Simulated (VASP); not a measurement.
# Ag in VASP: a series of runs

Ag is run at these levels: PBE; tasks: relaxation of cell and atoms, single point.

Program: VASP 6.6.1. These are calculated values, not measurements. Logs are shortened: lines on timing, memory, paths and dates and some standing lists are left out, and cuts for length are marked.

## 1. The cell of the first run

The structure is hexagonal, space group P6_3/mmc (No. 194). Conventional cell: a = 2.764 Å, b = 2.764 Å, c = 4.520 Å, α = 90.00°, β = 90.00°, γ = 120.00°. Ag (site symmetry -6m2) has 12 Ag at 2.76 to 2.77 Å within 3.6 Å.

This isn't the form of Ag at room conditions, which is fcc.

## 2. Relaxation of cell and atoms, PBE, target pressure 25 GPa, at which the enthalpy is minimised

Input file INCAR:

```
  PREC = Accurate
  ENCUT = 600
  EDIFF = 1E-6
  ISMEAR = 0
  SIGMA = 0.1
  LREAL = False
  LASPH = True
  NELM = 60
  ALGO = Fast
  ISIF = 3
  LWAVE = False
  LCHARG = False
  GGA = PE
  IBRION = 2
  NSW = 70
  EDIFFG = -0.008
  PSTRESS = 250.0
```

Input file KPOINTS:

```
regular mesh
0
Gamma
  18 18 10
```

Input file POSCAR:

```
Ag
1.0
    2.7635822397      0.0000000000      0.0000000000
   -1.3817911199      2.3933324251      0.0000000000
    0.0000000000      0.0000000000      4.5204488592
Ag
2
Direct
    0.3333333333      0.6666666667      0.2500000000
    0.6666666667      0.3333333333      0.7500000000
```

Potentials or basis: VASP PAW PBE potentials, release 64 (Ag).

Started as:

```
$ cat potpaw_PBE.64/Ag/POTCAR > POTCAR
$ mpirun -np 1 vasp_std > vasp.out
```

OUTCAR:

```text
PREC = Accurate
   ENCUT = 600
   EDIFF = 1E-6
   ISMEAR = 0
   LREAL = False
   LASPH = True
   NELM = 60
   ISIF = 3
   GGA = PE
   IBRION = 2
   NSW = 70
   EDIFFG = -0.008
   PSTRESS = 250.0

 ion  position               nearest neighbor table
   1  0.333  0.667  0.250-   2 2.77   2 2.77   2 2.77   2 2.77   2 2.77   2 2.77
   2  0.667  0.333  0.750-   1 2.77   1 2.77   1 2.77   1 2.77   1 2.77   1 2.77

  LATTYP: Found a hexagonal cell.
 ALAT       =     2.7635822397
 C/A-ratio  =     1.6357207664

  Lattice vectors:

 A1 = (   2.7635822397,   0.0000000000,   0.0000000000)
 A2 = (  -1.3817911199,   2.3933324251,   0.0000000000)
 A3 = (   0.0000000000,   0.0000000000,   4.5204488592)

Analysis of symmetry for initial positions (statically):
=====================================================================
 Subroutine PRICEL returns:
 Original cell was already a primitive cell.

 Routine SETGRP: Setting up the symmetry group for a
 hexagonal supercell.

 Subroutine GETGRP returns: Found 24 space group operations
 (whereof 12 operations were pure point group operations)
 out of a pool of 24 trial point group operations.

The static configuration has the point symmetry D_3d.
 The point group associated with its full space group is D_6h.

Analysis of symmetry for dynamics (positions and initial velocities):
=====================================================================
 Subroutine PRICEL returns:
 Original cell was already a primitive cell.

 Routine SETGRP: Setting up the symmetry group for a
 hexagonal supercell.

 Subroutine GETGRP returns: Found 24 space group operations
 (whereof 12 operations were pure point group operations)
 out of a pool of 24 trial point group operations.

The dynamic configuration has the point symmetry D_3d.
 The point group associated with its full space group is D_6h.

 Subroutine INISYM returns: Found 24 space group operations
 (whereof 12 operations are pure point group operations),
 and found     1 'primitive' translations

----------------------------------------------------------------------------------------

                                     Primitive cell

  volume of cell :      29.8990

  direct lattice vectors                    reciprocal lattice vectors
     2.763582240  0.000000000  0.000000000     0.361849192  0.208913728  0.000000000
    -1.381791120  2.393332425  0.000000000     0.000000000  0.417827457  0.000000000
     0.000000000  0.000000000  4.520448859     0.000000000  0.000000000  0.221216970

  length of vectors
     2.763582240  2.763582240  4.520448859     0.417827457  0.417827457  0.221216970

  position of ions in fractional coordinates (direct lattice)
     0.333333333  0.666666667  0.250000000
     0.666666667  0.333333333  0.750000000

  ion indices of the primitive-cell ions
   primitive index   ion index
                 1           1
                 2           2

----------------------------------------------------------------------------------------

 KPOINTS: regular mesh

Automatic generation of k-mesh.
 Grid dimensions read from file:
 generate k-points for:   18   18   10

 Generating k-lattice:

  Cartesian coordinates                     Fractional coordinates (reciprocal lattice)
     0.020102733  0.011606318  0.000000000     0.055555556  0.000000000  0.000000000
     0.000000000  0.023212636  0.000000000     0.000000000  0.055555556  0.000000000
     0.000000000  0.000000000  0.022121697     0.000000000  0.000000000  0.100000000

  Length of vectors
     0.023212636  0.023212636  0.022121697

  Shift w.r.t. Gamma in fractional coordinates (k-lattice)
     0.000000000  0.000000000  0.000000000

 Subroutine IBZKPT returns following result:
 ===========================================

 Found    222 irreducible k-points:

 Following reciprocal coordinates:
            Coordinates               Weight
  0.000000  0.000000  0.000000      1.000000
  0.055556  0.000000  0.000000      6.000000
  0.111111  0.000000  0.000000      6.000000
  0.166667  0.000000  0.000000      6.000000
  0.222222  0.000000  0.000000      6.000000
  0.277778  0.000000  0.000000      6.000000
[... 16 lines left out ...]
  0.333333  0.111111  0.000000     12.000000
  0.388889  0.111111  0.000000     12.000000
 [... further k-points ...]
   k-points           NKPTS =    222   k-points in BZ     NKDIM =    222   number of bands    NBANDS=     15
   number of dos      NEDOS =    301   number of ions     NIONS =      2
   total plane-waves  NPLWV =  20736
   dimension x,y,z NGX =    24 NGY =   24 NGZ =   36
   dimension x,y,z NGXF=    48 NGYF=   48 NGZF=   72
   ions per type =               2
   NGX,Y,Z   is equivalent  to a cutoff of  14.44, 14.44, 13.24 a.u.
   NGXF,Y,Z  is equivalent  to a cutoff of  28.87, 28.87, 26.48 a.u.
 SYSTEM =  unknown system
   PREC   = accura    normal or accurate (medium, high low for compatibility)
   ISTART =      0    job   : 0-new  1-cont  2-samecut
   ICHARG =      2    charge: 1-file 2-atom 10-const
   ISPIN  =      1    spin polarized calculation?
   LNONCOLLINEAR =      F non collinear calculations
   LSORBIT =      F    spin-orbit coupling
   LASPH  =      T    aspherical Exc in radial PAW
   ENCUT  =  600.0 eV  44.10 Ry    6.64 a.u.   5.52  5.52  9.03*2*pi/ulx,y,z
   NELM   =     60;   NELMIN=  2; NELMDL= -5     # of ELM steps
   EDIFF  = 0.1E-05   stopping-criterion for ELM
   LREAL  =      F    real-space projection
   EDIFFG = -.8E-02   stopping-criterion for IOM
   NSW    =     70    number of steps for IOM
   IBRION =      2    ionic relax: 0-MD 1-quasi-New 2-CG
   NFREE  =      1    steps in history (QN), initial steepest desc. (CG)
   ISIF   =      3    stress and relaxation
   ISYM   =      2    0-nonsym 1-usesym 2-fastsym
   POTIM  = 0.5000    time-step for ionic-motion
   TEBEG  =    0.0;   TEEND  =   0.0 temperature during run
   PSTRESS=  250.0 pullay stress
   NELECT =      22.0000    total number of electrons
   NUPDOWN=      -1.0000    fix difference up-down
   EMIN   =  10.00;   EMAX   =-10.00  energy-range for DOS
   EFERMI =   0.00;   METHOD = LEGACY
   ISMEAR =     0;   SIGMA  =   0.10  broadening in eV -4-tet -1-fermi 0-gaus
   EFERMI_NEDOS =   21; number of points for ismear=-14 and -15
   IALGO  =     68    algorithm
   IMIX   =      4    mixing-type and parameters
     AMIX     =   0.40;   BMIX     =  1.00
     AMIX_MAG =   1.60;   BMIX_MAG =  1.00
  volume/ion in A,a.u.               =      14.95       100.88
  Fermi-wavevector in a.u.,A,eV,Ry     =   1.477962  2.792944 29.720199  2.184373
  Thomas-Fermi vector in A             =   2.592302
   LORBIT       =      0    0 simple, 1 ext, 2 COOP (PROOUT), +10 PAW based schemes
   GGA     = PE    functional components
   LHFCALC =     F    Hartree Fock is set to
   AEXX    =    0.0000 exact exchange contribution
   IVDW    =     0    specifies the selected vdW correction
   LEPSILON=     F    determine dielectric tensor
   LRPA    =     F    only Hartree local field effects (RPA)
 conjugate gradient relaxation of ions
 non-spin polarized calculation
 RMM-DIIS sequential band-by-band and
 Gauss-broadening in eV      SIGMA  =   0.10
  energy-cutoff  :      600.00
  volume of cell :       29.90
 maximum number of plane-waves:      1038
 NGX is ok and might be reduce to    24
   NGX = 11   NGY = 11   NGZ = 19

--------------------------------------- Ionic step        1  -------------------------------------------

 number of electron      21.9999995 magnetization

 Free energy of the ion-electron system (eV)
  ---------------------------------------------------
  ext. energy  EPLUGINS =         0.00000000
  ---------------------------------------------------
  free energy    TOTEN  =        -5.02472164 eV

  energy without entropy =       -5.02020064  energy(sigma->0) =       -5.02246114

------------------------ aborting loop because EDIFF is reached ----------------------------------------

  FORCE on cell =-STRESS in cart. coord.  units (eV):
  Direction    XX          YY          ZZ          XY          YZ          ZX
  --------------------------------------------------------------------------------------
  -------------------------------------------------------------------------------------
  Total        5.0135706      5.0135706      4.9881714     -0.0000000      0.0000000      0.0000000
  in kB      268.6585975    268.6585976    267.2975444     -0.0000000      0.0000000      0.0000000
  external PRESSURE =      18.2049132 kB  Pullay stress =     250.0000000 kB
[... 23 lines left out ...]
  enthalpy is  TOTEN    =        -0.3593482890 eV   P V=        4.6653733513

--------------------------------------- Ionic step        2  -------------------------------------------

 number of electron      21.9999997 magnetization

 E-fermi :   9.9961     XC(G=0): -12.8607

 val. band max:        9.9891703469   @ k =   0.4444   0.0556   0.3000
 cond. band min:      10.0092527898   @ k =   0.3333   0.1667   0.3000
 fundamental gap:      0.0200824429
 Fermi energy:         9.9960740604

 k-point     1 :       0.0000    0.0000    0.0000
  band No.  band energies     occupation
      1       1.4198      2.00000
      2       2.8813      2.00000
      3       4.7663      2.00000
      4       4.8807      2.00000
      5       4.8807      2.00000
      6       5.1718      2.00000
      7       5.1718      2.00000
      8       5.5969      2.00000
      9       5.5969      2.00000
     10       6.8129      2.00000
     11       6.8129      2.00000
     12       9.2992      2.00000
     13      14.2287      0.00000
     14      25.9236      0.00000
     15      27.9690      0.00000
[... 563 lines left out ...]
  enthalpy is  TOTEN    =        -0.3605148430 eV   P V=        4.6989715111

--------------------------------------- Ionic step        6  -------------------------------------------

 number of electron      21.9999995 magnetization

 Free energy of the ion-electron system (eV)
  ---------------------------------------------------
  ext. energy  EPLUGINS =         0.00000000
  ---------------------------------------------------
  free energy    TOTEN  =        -5.05980899 eV

  energy without entropy =       -5.05521803  energy(sigma->0) =       -5.05751351

 E-fermi :  10.2717     XC(G=0): -12.9678

 val. band max:       10.2687164444   @ k =   0.5000   0.0000   0.2000
 cond. band min:      10.2951872465   @ k =   0.3333   0.1667   0.3000
 fundamental gap:      0.0264708021
 Fermi energy:        10.2717401131

 k-point     1 :       0.0000    0.0000    0.0000
  band No.  band energies     occupation
      1       1.5536      2.00000
      2       3.0274      2.00000
      3       4.9652      2.00000
      4       5.0814      2.00000
      5       5.0814      2.00000
      6       5.3822      2.00000
      7       5.3822      2.00000
      8       5.8191      2.00000
      9       5.8191      2.00000
     10       7.0724      2.00000
     11       7.0724      2.00000
     12       9.5230      2.00000
     13      14.6163      0.00000
     14      26.2280      0.00000
     15      28.2917      0.00000
[... 443 lines left out ...]
  FREE ENERGIE OF THE ION-ELECTRON SYSTEM (eV)
  ---------------------------------------------------
  free  energy   TOTEN  =        -5.0598089891 eV

  energy  without entropy=       -5.0552180252  energy(sigma->0) =       -5.05751351

  enthalpy is  TOTEN    =        -0.3605156510 eV   P V=        4.6992933381

 reached required accuracy - stopping structural energy minimisation
```

It took 2.9 min on 1 thread of AMD EPYC 9R45 (Zen 5), shared host; peak memory 0.21 GiB.

What came out:

| Property | Result |
| --- | --- |
| Free energy | -5.0598 eV |
| Relaxed volume | 15.06 Å³/atom |
| Relaxed cell | a = 2.771 Å, b = 2.771 Å, c = 4.529 Å, α = 90.00°, β = 90.00°, γ = 120.00° |
| Space group after relaxing (to 0.1 Å) | P6_3/mmc (No. 194) |
| Energy change on relaxing (the run minimises the enthalpy) | -17.5 meV/atom |
| Ionic steps | 6 |
| Pressure after relaxing | 25.1 GPa |
| Band gap on the k mesh | zero (bands 11 and 12 overlap by 8.07 eV) |

The path:
| step | energy change (eV) | largest force (eV/Å) | pressure (GPa) | volume (Å³) |
| --- | --- | --- | --- | --- |
| 1 | 0.0000 | 0.0000 | 26.82 | 29.90 |
| 2 | -0.1110 | 0.0000 | 21.66 | 30.64 |
| 3 | -0.0353 | 0.0000 | 24.95 | 30.12 |
| 4 | -0.0344 | 0.0000 | 25.11 | 30.11 |
| 5 | -0.0348 | 0.0000 | 25.08 | 30.11 |
| 6 | -0.0351 | 0.0000 | 25.07 | 30.12 |

Final structure:
```xyz
2
Lattice="2.7710 0.0000 0.0000 -1.3855 2.3998 0.0000 0.0000 0.0000 4.5290" Properties=species:S:1:pos:R:3 pbc="T T T"
Ag    0.0000    1.5998    1.1322
Ag    1.3855    0.7999    3.3967
```

Levels at points of the mesh, in eV from the Fermi level:
| k point | band 8 | band 9 | band 10 | band 11 | band 12 | band 13 | band 14 | band 15 |
| --- | --- | --- | --- | --- | --- | --- | --- | --- |
| (0.00, 0.00, 0.00) | -4.45 | -4.45 | -3.20 | -3.20 | -0.75 | 4.34 | 15.96 | 18.02 |
| (0.50, 0.00, 0.00) | -3.02 | -2.96 | -2.85 | 0.11 | 1.90 | 7.53 | 7.75 | 10.60 |
| (0.00, 0.00, 0.50) | -5.07 | -3.58 | -3.58 | -3.58 | -3.58 | 12.12 | 12.12 | 16.41 |
| (0.50, 0.00, 0.50) | -3.29 | -2.92 | -2.92 | 0.63 | 0.63 | 5.40 | 5.40 | 14.69 |

Caveat: the cell is relaxed towards a set pressure, so the run minimises the enthalpy, not the energy.

## 3. Single point, PBE (uniaxial strain along a: +1.0 %, then relaxed in part)

Input file INCAR:

```
  ALGO = Fast
  EDIFF = 1E-6
  ENCUT = 520
  GGA = PE
  ISIF = 2
  ISMEAR = 0
  LASPH = T
  LCHARG = F
  LREAL = F
  LWAVE = F
  NBANDS = 18
  NELM = 60
  PREC = Accurate
  SIGMA = 0.1
```

Input file KPOINTS:

```
k-points
0
Gamma
  24 24 12
```

Input file POSCAR:

```
Ag
1.0
    2.9639365518      0.0040126137      0.0000000000
   -1.4785362582      2.5213648484      0.0000000000
    0.0000000000      0.0000000000      4.7970713538
Ag
2
Direct
    0.3306937823      0.6625128475      0.2500000000
    0.6693062177      0.3374871525      0.7500000000
```

Potentials or basis: VASP PAW PBE potentials, release 64 (Ag).

Started as:

```
$ cat potpaw_PBE.64/Ag/POTCAR > POTCAR
$ mpirun -np 1 vasp_std > vasp.out
```

Wall time 4.9 min (1 thread of Intel Xeon 6975P-C (Granite Rapids), shared host); peak memory 1.1 GiB.

It converged, with:

```
Free energy            : -5.4288 eV
Pressure               : -0.3 GPa
Band gap on the k mesh : zero (bands 11 and 12 overlap by 7.30 eV)
```

Stress tensor (GPa, compression positive):
```
-0.94 -0.08  0.00
-0.08 -0.07  0.00
 0.00  0.00 -0.03
```

Levels at points of the mesh, in eV from the Fermi level:
| k point | band 8 | band 9 | band 10 | band 11 | band 12 | band 13 | band 14 | band 15 |
| --- | --- | --- | --- | --- | --- | --- | --- | --- |
| (0.00, 0.00, 0.00) | -4.11 | -4.03 | -3.15 | -3.13 | -0.32 | 3.27 | 15.41 | 17.33 |
| (0.50, 0.00, 0.00) | -3.04 | -2.96 | -2.90 | 0.03 | 1.28 | 6.58 | 6.86 | 8.78 |
| (0.00, 0.50, 0.00) | -3.00 | -2.98 | -2.88 | 0.11 | 1.52 | 6.66 | 6.92 | 9.08 |
| (0.50, 0.50, 0.00) | -3.03 | -2.97 | -2.90 | 0.04 | 1.32 | 6.59 | 6.87 | 8.83 |
| (0.00, 0.00, 0.50) | -4.42 | -3.45 | -3.45 | -3.41 | -3.41 | 10.72 | 10.72 | 15.77 |
| (0.50, 0.00, 0.50) | -3.17 | -2.95 | -2.95 | 0.69 | 0.69 | 4.17 | 4.17 | 13.34 |
| (0.00, 0.50, 0.50) | -3.20 | -2.93 | -2.93 | 0.88 | 0.88 | 4.36 | 4.36 | 12.86 |
| (0.50, 0.50, 0.50) | -3.17 | -2.95 | -2.95 | 0.72 | 0.72 | 4.21 | 4.21 | 13.26 |

Caveat: the cell differs from its parent crystal (uniaxial strain along a: +1.0 %, then relaxed in part).

The gap in the log of VASP goes by the Fermi energy; the results here count the filled bands.